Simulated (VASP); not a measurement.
# BN (P1) in VASP: notebook, part 2 of 2

VASP 6.6.1. The steps go on from the part before.

## 3. Single point, PBE (atom 3 (N) moved by (+0.200, +0.000) A along [1 1 0] and z)

Contents of INCAR:

```
SYSTEM = BN
PREC = Accurate ; ENCUT = 520
EDIFF = 1E-7 ; ISMEAR = 0
SIGMA = 0.05 ; LREAL = .False.
LASPH = .True. ; NELM = 100
ALGO = Normal ; ISIF = 2
LWAVE = .False. ; LCHARG = .False.
GGA = PE ; NBANDS = 16
```

Contents of KPOINTS:

```
Automatic mesh
0
Gamma
  12 12 6
  0 0 0
```

Contents of POSCAR:

```
BN
1.0
    2.5539396017      0.0000000000      0.0000000000
   -1.2769698009      2.2117765748      0.0000000000
    0.0000000000      0.0000000000      4.2268550000
B N
2 2
Direct
    0.6666666667      0.3333333333      0.9997240000
    0.3333333333      0.6666666667      0.4997240000
    0.7540105546      0.3972734970      0.6252760000
    0.3333333333      0.6666666667      0.1252760000
```

Potentials or basis: VASP PAW PBE potentials, release 64 (B, N).

Command:

```bash
$ cat potpaw_PBE.64/B/POTCAR potpaw_PBE.64/N/POTCAR > POTCAR
$ mpirun -np 1 vasp_std > vasp.out
```

OUTCAR:

```text
SYSTEM = BN
   PREC = Accurate
   ENCUT = 520
   EDIFF = 1E-7
   ISMEAR = 0
   LREAL = .False.
   LASPH = .True.
   NELM = 100
   ISIF = 2
   GGA = PE

 ion  position               nearest neighbor table
   1  0.667  0.333  1.000-   4 1.57   4 1.57   4 1.57   3 1.60
   2  0.333  0.667  0.500-   3 1.39   4 1.58   3 1.63   3 1.71
   3  0.754  0.397  0.625-   2 1.39   1 1.60   2 1.63   2 1.71
   4  0.333  0.667  0.125-   1 1.57   1 1.57   1 1.57   2 1.58

  LATTYP: Found a hexagonal cell.
 ALAT       =     2.5539396017
 C/A-ratio  =     1.6550332659

  Lattice vectors:

 A1 = (   2.5539396017,   0.0000000000,   0.0000000000)
 A2 = (  -1.2769698009,   2.2117765748,   0.0000000000)
 A3 = (   0.0000000000,   0.0000000000,   4.2268550000)

Analysis of symmetry for initial positions (statically):
=====================================================================
 Subroutine PRICEL returns:
 Original cell was already a primitive cell.

 Routine SETGRP: Setting up the symmetry group for a
 hexagonal supercell.

 Subroutine GETGRP returns: Found  1 space group operations
 (whereof  1 operations were pure point group operations)
 out of a pool of 24 trial point group operations.

The static configuration has the point symmetry C_1 .

Analysis of symmetry for dynamics (positions and initial velocities):
=====================================================================
 Subroutine PRICEL returns:
 Original cell was already a primitive cell.

 Routine SETGRP: Setting up the symmetry group for a
 hexagonal supercell.

 Subroutine GETGRP returns: Found  1 space group operations
 (whereof  1 operations were pure point group operations)
 out of a pool of 24 trial point group operations.

The dynamic configuration has the point symmetry C_1 .

 Subroutine INISYM returns: Found  1 space group operations
[... 113 lines left out ...]
   NUPDOWN=      -1.0000    fix difference up-down
   EMIN   =  10.00;   EMAX   =-10.00  energy-range for DOS
   EFERMI =   0.00;   METHOD = LEGACY
   ISMEAR =     0;   SIGMA  =   0.05  broadening in eV -4-tet -1-fermi 0-gaus
   EFERMI_NEDOS =   21; number of points for ismear=-14 and -15
   IALGO  =     38    algorithm
   IMIX   =      4    mixing-type and parameters
     AMIX     =   0.40;   BMIX     =  1.00
     AMIX_MAG =   1.60;   BMIX_MAG =  1.00
  volume/ion in A,a.u.               =       5.97        40.28
  Fermi-wavevector in a.u.,A,eV,Ry     =   1.432600  2.707222 27.923836  2.052344
  Thomas-Fermi vector in A             =   2.552210
   LORBIT       =      0    0 simple, 1 ext, 2 COOP (PROOUT), +10 PAW based schemes
   GGA     = PE    functional components
   LHFCALC =     F    Hartree Fock is set to
   AEXX    =    0.0000 exact exchange contribution
   IVDW    =     0    specifies the selected vdW correction
   LEPSILON=     F    determine dielectric tensor
   LRPA    =     F    only Hartree local field effects (RPA)
 non-spin polarized calculation
 Gauss-broadening in eV      SIGMA  =   0.05
  energy-cutoff  :      520.00
  volume of cell :       23.88
 maximum number of plane-waves:       660
   NGX =  9   NGY =  9   NGZ = 15

 number of electron      15.9999998 magnetization

 Free energy of the ion-electron system (eV)
  ---------------------------------------------------
  ext. energy  EPLUGINS =         0.00000000
  ---------------------------------------------------
  free energy    TOTEN  =       -34.26305963 eV

  energy without entropy =      -34.26305963  energy(sigma->0) =      -34.26305963

 E-fermi :   8.3236     XC(G=0): -12.7606

 val. band max:        8.0346484301   @ k =   0.0000   0.0000   0.0000
 cond. band min:      12.5001416543   @ k =   0.3333   0.3333   0.0000
 fundamental gap:      4.4654932242
 Fermi energy:         8.3235511011

 k-point     1 :       0.0000    0.0000    0.0000
  band No.  band energies     occupation
      1     -12.8885      2.00000
      2      -8.8087      2.00000
      3      -3.4175      2.00000
      4       4.2992      2.00000
      5       5.9141      2.00000
      6       6.6922      2.00000
[... 433 lines left out ...]
      3      -2.4223      2.00000
      4       2.1578      2.00000
      5       2.9500      2.00000
      6       4.9253      2.00000
[... 8 lines left out ...]
     15      22.5107      0.00000
     16      23.4385      0.00000

 [... further k-points ...]
[... 5 lines left out ...]
  --------------------------------------------------------------------------------------
  -------------------------------------------------------------------------------------
  Total        2.1138515      0.6020078      0.4635184      1.2070826     -0.3881069     -0.9204363
  in kB      141.8455907     40.3964731     31.1034328     80.9987530    -26.0430994    -61.7639574
  external PRESSURE =      71.1151655 kB  Pullay stress =       0.0000000 kB

 VOLUME and BASIS-vectors are now :
 -----------------------------------------------------------------------------
  energy-cutoff  :      520.00
  volume of cell :       23.88
      direct lattice vectors                 reciprocal lattice vectors
     2.553939602  0.000000000  0.000000000     0.391551938  0.226062617  0.000000000
    -1.276969801  2.211776575  0.000000000     0.000000000  0.452125233  0.000000000
     0.000000000  0.000000000  4.226855000     0.000000000  0.000000000  0.236582518

 POSITION                                       TOTAL-FORCE (eV/Angst)
 -----------------------------------------------------------------------------------
      1.27697      0.73726      4.22569         0.722516      0.673164     -0.083674
     -0.00000      1.47452      2.11226         4.225242      2.774471     -1.204516
      1.41839      0.87868      2.64295        -5.070154     -3.536107      1.269393
     -0.00000      1.47452      0.52952         0.122395      0.088472      0.018796
 -----------------------------------------------------------------------------------
    total drift:                                0.000215     -0.000119      0.000081

  FREE ENERGIE OF THE ION-ELECTRON SYSTEM (eV)
  ---------------------------------------------------
  free  energy   TOTEN  =       -34.2630596314 eV

  energy  without entropy=      -34.2630596314  energy(sigma->0) =      -34.26305963
```

OSZICAR:

```text
N       E                     dE             d eps       ncg     rms          rms(c)
DAV:   1     0.382570030930E+02    0.38257E+02   -0.83374E+03 13992   0.972E+02
DAV:   2    -0.340833799124E+02   -0.72340E+02   -0.67733E+02 19816   0.229E+02
DAV:   3    -0.363334108927E+02   -0.22500E+01   -0.22448E+01 16136   0.373E+01
DAV:   4    -0.363389235907E+02   -0.55127E-02   -0.55123E-02 17296   0.210E+00
DAV:   5    -0.363389392116E+02   -0.15621E-04   -0.15621E-04 16088   0.103E-01    0.977E+00
DAV:   6    -0.344299092089E+02    0.19090E+01   -0.24458E+00 18256   0.143E+01    0.456E+00
DAV:   7    -0.342931084081E+02    0.13680E+00   -0.34882E-01 18880   0.482E+00    0.280E+00
DAV:   8    -0.342640354516E+02    0.29073E-01   -0.57589E-02 17480   0.201E+00    0.274E-01
DAV:   9    -0.342627941508E+02    0.12413E-02   -0.30092E-03 16576   0.616E-01    0.145E-01
DAV:  10    -0.342630382785E+02   -0.24413E-03   -0.52359E-04 17432   0.186E-01    0.332E-02
DAV:  11    -0.342630562987E+02   -0.18020E-04   -0.45896E-05 18120   0.633E-02    0.171E-02
DAV:  12    -0.342630594274E+02   -0.31287E-05   -0.64048E-06 16424   0.251E-02    0.281E-03
DAV:  13    -0.342630595928E+02   -0.16541E-06   -0.34038E-07 17792   0.619E-03    0.120E-03
DAV:  14    -0.342630596314E+02   -0.38589E-07   -0.25651E-08  7640   0.158E-03
   1 F= -.34263060E+02 E0= -.34263060E+02  d E =-.103411E-18
```

Run time: 99 s. Hardware: 1 thread of AMD EPYC 9R45 (Zen 5), shared host; peak memory 0.21 GiB.

What came out:

| Item | Value |
| --- | --- |
| Free energy | -34.2631 eV |
| Pressure | 7.1 GPa |
| Largest force | 6.310 eV/Å |
| Band gap on the k mesh | 4.47 eV, indirect (least direct gap 7.20 eV) |

Forces in eV/Å, atoms in the order of the input:
```
B    0.723  0.673 -0.084
B    4.225  2.774 -1.205
N   -5.070 -3.536  1.269
N    0.122  0.088  0.019
```

Caveat: the cell differs from its parent crystal (atom 3 (N) moved by (+0.200, +0.000) A along [1 1 0] and z); forces of over 1 eV/Å act on the atoms, so gaps and moduli don't describe the material at rest. A k mesh can miss the band edges.

## 4. Single point, PBE (atom 3 (N) moved by (+0.200, +0.200) A along [1 1 0] and z)

Contents of INCAR:

```
PREC = Accurate
ENCUT = 520
EDIFF = 1E-7
ISMEAR = 0
SIGMA = 0.05
LREAL = F
LASPH = T
NELM = 60
ALGO = Normal
ISIF = 2
LWAVE = F
LCHARG = F
GGA = PE
NBANDS = 16
```

Contents of KPOINTS:

```
regular mesh
0
Gamma
  12 12 6
```

Edit POSCAR of step 3 so:

```diff
@@ -10,3 +10,3 @@
     0.3333333333      0.6666666667      0.4997240000
-    0.7540105546      0.3972734970      0.6252760000
+    0.7540105546      0.3972734970      0.6725925036
     0.3333333333      0.6666666667      0.1252760000
```

Command:

```bash
$ cat potpaw_PBE.64/B/POTCAR potpaw_PBE.64/N/POTCAR > POTCAR
$ mpirun -np 1 vasp_std > vasp.out
```

Run time: 1.7 min. Hardware: 1 thread of AMD EPYC 9R45 (Zen 5), shared host; peak memory 0.21 GiB.

The run converged. Its results:

- Free energy: -33.6550 eV
- Pressure: 11.9 GPa
- Largest force: 8.795 eV/Å
- Band gap on the k mesh: 2.98 eV, indirect (least direct gap 6.72 eV)

Forces on the atoms (eV/Å):
```
B    0.495  0.454  3.399
B    2.152  1.339  1.950
N   -2.728 -1.826 -8.159
N    0.081  0.033  2.811
```

Stress tensor (GPa, compression positive):
```
 8.28  2.72 -3.26
 2.72  7.59 -1.49
-3.26 -1.49 19.69
```

Levels at points of the mesh, in eV from the valence-band top:
| k point | band 4 | band 5 | band 6 | band 7 | band 8 | band 9 | band 10 | band 11 | band 12 | band 13 |
| --- | --- | --- | --- | --- | --- | --- | --- | --- | --- | --- |
| (0.00, 0.00, 0.00) | -3.54 | -2.51 | -2.37 | -0.46 | 0.00 | 7.02 | 7.21 | 7.86 | 8.51 | 9.17 |
| (0.50, 0.00, 0.00) | -9.15 | -7.33 | -6.59 | -5.57 | -1.89 | 5.83 | 7.46 | 8.11 | 10.01 | 11.65 |
| (0.00, 0.50, 0.00) | -8.53 | -7.77 | -5.80 | -5.25 | -2.33 | 4.96 | 5.46 | 8.15 | 10.14 | 11.74 |
| (0.50, 0.50, 0.00) | -8.41 | -8.00 | -5.79 | -5.48 | -2.13 | 5.09 | 5.71 | 8.10 | 10.31 | 11.74 |
| (0.00, 0.00, 0.50) | -6.50 | -2.61 | -2.24 | -1.86 | -0.36 | 7.18 | 7.77 | 8.49 | 8.81 | 9.35 |
| (0.50, 0.00, 0.50) | -10.98 | -5.18 | -4.86 | -4.35 | -3.17 | 5.29 | 5.67 | 8.41 | 9.96 | 11.10 |
| (0.00, 0.50, 0.50) | -9.99 | -5.89 | -4.97 | -4.39 | -3.49 | 4.81 | 5.53 | 8.31 | 9.26 | 11.98 |
| (0.50, 0.50, 0.50) | -10.22 | -5.90 | -4.92 | -4.37 | -3.05 | 4.66 | 5.45 | 8.23 | 9.16 | 12.14 |

Caveat: the cell differs from its parent crystal (atom 3 (N) moved by (+0.200, +0.200) A along [1 1 0] and z); forces of over 1 eV/Å act on the atoms, so gaps and moduli don't describe the material at rest. A k mesh can miss the band edges.
